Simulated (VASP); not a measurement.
# SbAs (R-3m) in VASP: single point with LDA

Aim: the single point of SbAs with LDA.

All numbers are computed with VASP 6.6.1; they aren't measurements. Logs are shortened: lines on timing, memory, paths and dates and some standing lists are left out, and cuts for length are marked.

## 1. The cell of the first run

Symmetry: R-3m, No. 166, trigonal system. The conventional cell has a = 3.961 Å, b = 3.961 Å, c = 11.195 Å, α = 90.00°, β = 90.00°, γ = 120.00°. Within 4.0 Å of Sb (site symmetry -3m) lie 6 As at 2.95 Å and 6 Sb at 3.96 Å. As (site symmetry -3m) has 6 Sb at 2.95 Å and 6 As at 3.96 Å within 4.0 Å.

## 2. Single point, LDA

Input file INCAR:

```
ALGO = Normal
EDIFF = 1E-6
ENCUT = 520
ISIF = 2
ISMEAR = 0
LASPH = T
LCHARG = F
LREAL = F
LWAVE = F
NBANDS = 12
NELM = 60
PREC = Accurate
SIGMA = 0.15
```

Input file KPOINTS:

```
k-points
0
Gamma
  18 18 18
```

Input file POSCAR:

```
SbAs
1.0
    1.9802794914      1.1433148974      3.7317592439
   -1.9802794914      1.1433148974      3.7317592439
    0.0000000000     -2.2866297949      3.7317592439
Sb As
1 1
Direct
    0.5000000000      0.5000000000      0.5000000000
    0.0000000000      0.0000000000      0.0000000000
```

Potentials or basis: VASP PAW LDA potentials, release 64 (Sb, As).

On the command line:

```console
cat potpaw_LDA.64/Sb/POTCAR potpaw_LDA.64/As/POTCAR > POTCAR
mpirun -np 1 vasp_std > vasp.out
```

OUTCAR:

```text
EDIFF = 1E-6
   ENCUT = 520
   ISIF = 2
   ISMEAR = 0
   LASPH = T
   LREAL = F
   NELM = 60
   PREC = Accurate

 ion  position               nearest neighbor table
   1  0.500  0.500  0.500-   2 2.95   2 2.95   2 2.95   2 2.95   2 2.95   2 2.95
   2  0.000  0.000  0.000-   1 2.95   1 2.95   1 2.95   1 2.95   1 2.95   1 2.95

  LATTYP: Found a trigonal (rhomboedric) cell.
 ALAT       =     4.3766086041
 COS(alpha) =     0.5905437020

  Lattice vectors:

 A1 = (   1.9802794914,   1.1433148974,   3.7317592439)
 A2 = (  -1.9802794914,   1.1433148974,   3.7317592439)
 A3 = (   0.0000000000,  -2.2866297949,   3.7317592439)

Analysis of symmetry for initial positions (statically):
=====================================================================
 Subroutine PRICEL returns:
 Original cell was already a primitive cell.

 Routine SETGRP: Setting up the symmetry group for a
 trigonal (rhombohedral) supercell.

 Subroutine GETGRP returns: Found 12 space group operations
 (whereof 12 operations were pure point group operations)
 out of a pool of 12 trial point group operations.

The static configuration has the point symmetry D_3d.

Analysis of symmetry for dynamics (positions and initial velocities):
=====================================================================
 Subroutine PRICEL returns:
 Original cell was already a primitive cell.

 Routine SETGRP: Setting up the symmetry group for a
 trigonal (rhombohedral) supercell.

 Subroutine GETGRP returns: Found 12 space group operations
 (whereof 12 operations were pure point group operations)
 out of a pool of 12 trial point group operations.

The dynamic configuration has the point symmetry D_3d.

 Subroutine INISYM returns: Found 12 space group operations
 (whereof 12 operations are pure point group operations),
 and found     1 'primitive' translations

----------------------------------------------------------------------------------------

                                     Primitive cell

  volume of cell :      50.6941

  direct lattice vectors                    reciprocal lattice vectors
     1.980279491  1.143314897  3.731759244     0.252489612  0.145774945  0.089323376
    -1.980279491  1.143314897  3.731759244    -0.252489612  0.145774945  0.089323376
     0.000000000 -2.286629795  3.731759244     0.000000000 -0.291549891  0.089323376

  length of vectors
     4.376608604  4.376608604  4.376608604     0.304926227  0.304926227  0.304926227

  position of ions in fractional coordinates (direct lattice)
     0.500000000  0.500000000  0.500000000
     0.000000000  0.000000000  0.000000000

  ion indices of the primitive-cell ions
   primitive index   ion index
                 1           1
                 2           2

----------------------------------------------------------------------------------------

 KPOINTS: k-points

Automatic generation of k-mesh.
 Grid dimensions read from file:
 generate k-points for:   18   18   18

 Generating k-lattice:

  Cartesian coordinates                     Fractional coordinates (reciprocal lattice)
     0.014027201  0.008098608  0.004962410     0.055555556  0.000000000  0.000000000
    -0.014027201  0.008098608  0.004962410     0.000000000  0.055555556  0.000000000
     0.000000000 -0.016197216  0.004962410     0.000000000  0.000000000  0.055555556

  Length of vectors
     0.016940346  0.016940346  0.016940346

  Shift w.r.t. Gamma in fractional coordinates (k-lattice)
     0.000000000  0.000000000  0.000000000

 Subroutine IBZKPT returns following result:
 ===========================================

 Found    580 irreducible k-points:

 Following reciprocal coordinates:
            Coordinates               Weight
  0.000000  0.000000  0.000000      1.000000
  0.055556 -0.000000  0.000000      6.000000
  0.111111 -0.000000  0.000000      6.000000
  0.166667  0.000000  0.000000      6.000000
  0.222222 -0.000000  0.000000      6.000000
  0.277778 -0.000000  0.000000      6.000000
[... 16 lines left out ...]
 -0.277778  0.055556  0.000000     12.000000
 -0.222222  0.055556 -0.000000     12.000000
 [... further k-points ...]
   k-points           NKPTS =    580   k-points in BZ     NKDIM =    580   number of bands    NBANDS=     12
   number of dos      NEDOS =    301   number of ions     NIONS =      2
   total plane-waves  NPLWV =  46656
   dimension x,y,z NGX =    36 NGY =   36 NGZ =   36
   dimension x,y,z NGXF=    72 NGYF=   72 NGZF=   72
   ions per type =               1   1
   NGX,Y,Z   is equivalent  to a cutoff of  13.67, 13.67, 13.67 a.u.
   NGXF,Y,Z  is equivalent  to a cutoff of  27.35, 27.35, 27.35 a.u.
 SYSTEM =  unknown system
   PREC   = accura    normal or accurate (medium, high low for compatibility)
   ISTART =      0    job   : 0-new  1-cont  2-samecut
   ICHARG =      2    charge: 1-file 2-atom 10-const
   ISPIN  =      1    spin polarized calculation?
   LNONCOLLINEAR =      F non collinear calculations
   LSORBIT =      F    spin-orbit coupling
   LASPH  =      T    aspherical Exc in radial PAW
   ENCUT  =  520.0 eV  38.22 Ry    6.18 a.u.   8.14  8.14  8.14*2*pi/ulx,y,z
   NELM   =     60;   NELMIN=  2; NELMDL= -5     # of ELM steps
   EDIFF  = 0.1E-05   stopping-criterion for ELM
   LREAL  =      F    real-space projection
   EDIFFG = 0.1E-04   stopping-criterion for IOM
   NSW    =      0    number of steps for IOM
   IBRION =     -1    ionic relax: 0-MD 1-quasi-New 2-CG
   NFREE  =      0    steps in history (QN), initial steepest desc. (CG)
   ISIF   =      2    stress and relaxation
   ISYM   =      2    0-nonsym 1-usesym 2-fastsym
   POTIM  = 0.5000    time-step for ionic-motion
   TEBEG  =    0.0;   TEEND  =   0.0 temperature during run
   PSTRESS=    0.0 pullay stress
   NELECT =      10.0000    total number of electrons
   NUPDOWN=      -1.0000    fix difference up-down
   EMIN   =  10.00;   EMAX   =-10.00  energy-range for DOS
   EFERMI =   0.00;   METHOD = LEGACY
   ISMEAR =     0;   SIGMA  =   0.15  broadening in eV -4-tet -1-fermi 0-gaus
   EFERMI_NEDOS =   21; number of points for ismear=-14 and -15
   IALGO  =     38    algorithm
   IMIX   =      4    mixing-type and parameters
     AMIX     =   0.40;   BMIX     =  1.00
     AMIX_MAG =   1.60;   BMIX_MAG =  1.00
  volume/ion in A,a.u.               =      25.35       171.05
  Fermi-wavevector in a.u.,A,eV,Ry     =   0.952992  1.800893 12.356717  0.908193
  Thomas-Fermi vector in A             =   2.081606
   LORBIT       =      0    0 simple, 1 ext, 2 COOP (PROOUT), +10 PAW based schemes
   GGA     = CA    functional components
   LHFCALC =     F    Hartree Fock is set to
   AEXX    =    0.0000 exact exchange contribution
   IVDW    =     0    specifies the selected vdW correction
   LEPSILON=     F    determine dielectric tensor
   LRPA    =     F    only Hartree local field effects (RPA)
 non-spin polarized calculation
 Gauss-broadening in eV      SIGMA  =   0.15
  energy-cutoff  :      520.00
  volume of cell :       50.69
 maximum number of plane-waves:      1397
 NGX is ok and might be reduce to    36
   NGX = 17   NGY = 17   NGZ = 17

 number of electron      10.0000000 magnetization

 Free energy of the ion-electron system (eV)
  ---------------------------------------------------
  ext. energy  EPLUGINS =         0.00000000
  ---------------------------------------------------
  free energy    TOTEN  =       -10.01220728 eV

  energy without entropy =      -10.00091212  energy(sigma->0) =      -10.00655970

 E-fermi :   6.2401     XC(G=0): -10.0569

 val. band max:        6.2367971749   @ k =   0.3889   0.3333   0.2778
 cond. band min:       6.2422377334   @ k =  -0.3889   0.4444   0.2778
 fundamental gap:      0.0054405585
 Fermi energy:         6.2401360958

 k-point     1 :       0.0000    0.0000    0.0000
  band No.  band energies     occupation
      1      -7.0569      2.00000
      2       0.8781      2.00000
      3       3.4649      2.00000
      4       5.2793      2.00000
      5       5.2793      2.00000
      6       9.7867      0.00000
      7       9.7867      0.00000
      8      10.4332      0.00000
      9      10.8843      0.00000
     10      12.4234      0.00000
     11      12.4234      0.00000
     12      14.0906      0.00000

 k-point     2 :       0.0556   -0.0000    0.0000
  band No.  band energies     occupation
      1      -7.0191      2.00000
      2       0.7622      2.00000
      3       3.5144      2.00000
      4       5.2559      2.00000
      5       5.2733      2.00000
      6       9.5973      0.00000
      7       9.6186      0.00000
      8      10.2190      0.00000
      9      11.0113      0.00000
     10      12.2618      0.00000
     11      12.5148      0.00000
     12      14.3134      0.00000

 k-point     3 :       0.1111   -0.0000    0.0000
  band No.  band energies     occupation
      1      -6.9062      2.00000
      2       0.4399      2.00000
      3       3.6359      2.00000
      4       5.2092      2.00000
      5       5.2587      2.00000
      6       9.1112      0.00000
      7       9.2000      0.00000
      8       9.7367      0.00000
      9      11.3331      0.00000
     10      12.0194      0.00000
     11      12.7776      0.00000
     12      14.9022      0.00000
[... 286 lines left out ...]
 k-point    23 :      -0.2778    0.0556    0.0000
  band No.  band energies     occupation
      1      -5.9674      2.00000
      2      -1.4801      2.00000
      3       4.1012      2.00000
      4       4.8935      2.00000
      5       5.6871      2.00000
      6       6.5033      0.01310
      7       6.9895      0.00000
      8       8.8226      0.00000
      9      11.7214      0.00000
     10      13.6399      0.00000
     11      15.3582      0.00000
     12      17.2224      0.00000

 k-point    24 :      -0.2222    0.0556   -0.0000
  band No.  band energies     occupation
      1      -6.3172      2.00000
      2      -0.8259      2.00000
      3       3.9274      2.00000
      4       4.9134      2.00000
      5       5.5427      2.00000
      6       7.1162      0.00000
      7       7.5095      0.00000
      8       9.2736      0.00000
      9      11.5152      0.00000
     10      12.8591      0.00000
     11      14.5476      0.00000
     12      16.3223      0.00000

 [... further k-points ...]

------------------------ aborting loop because EDIFF is reached ----------------------------------------

  FORCE on cell =-STRESS in cart. coord.  units (eV):
  Direction    XX          YY          ZZ          XY          YZ          ZX
  --------------------------------------------------------------------------------------
  -------------------------------------------------------------------------------------
  Total       -1.1103821     -1.1103821     -2.9535567      0.0000000      0.0000000      0.0000000
  in kB      -35.0934307    -35.0934307    -93.3466370      0.0000000      0.0000000      0.0000000
  external PRESSURE =     -54.5111661 kB  Pullay stress =       0.0000000 kB

 VOLUME and BASIS-vectors are now :
 -----------------------------------------------------------------------------
  energy-cutoff  :      520.00
  volume of cell :       50.69
      direct lattice vectors                 reciprocal lattice vectors
     1.980279491  1.143314897  3.731759244     0.252489612  0.145774945  0.089323376
    -1.980279491  1.143314897  3.731759244    -0.252489612  0.145774945  0.089323376
     0.000000000 -2.286629795  3.731759244     0.000000000 -0.291549891  0.089323376

 POSITION                                       TOTAL-FORCE (eV/Angst)
 -----------------------------------------------------------------------------------
      0.00000     -0.00000      5.59764        -0.000000      0.000000      0.000000
      0.00000      0.00000      0.00000         0.000000     -0.000000     -0.000000
 -----------------------------------------------------------------------------------
    total drift:                                0.000000      0.000000      0.000000

  FREE ENERGIE OF THE ION-ELECTRON SYSTEM (eV)
  ---------------------------------------------------
  free  energy   TOTEN  =       -10.0122072830 eV

  energy  without entropy=      -10.0009121206  energy(sigma->0) =      -10.00655970
```

It took 4.3 min on 1 thread of AMD EPYC 7R13 (Zen 3), shared host; peak memory 0.46 GiB.

Results:

```
Free energy            : -10.0122 eV
Pressure               : -5.5 GPa
Band gap on the k mesh : zero (bands 5 and 6 overlap by 1.74 eV)
```

Stress tensor (GPa, compression positive):
```
-3.51  0.00  0.00
 0.00 -3.51  0.00
 0.00  0.00 -9.33
```

Caveat: the cell stands under tension; spin-orbit coupling is left out, which moves the levels of the heavy elements.
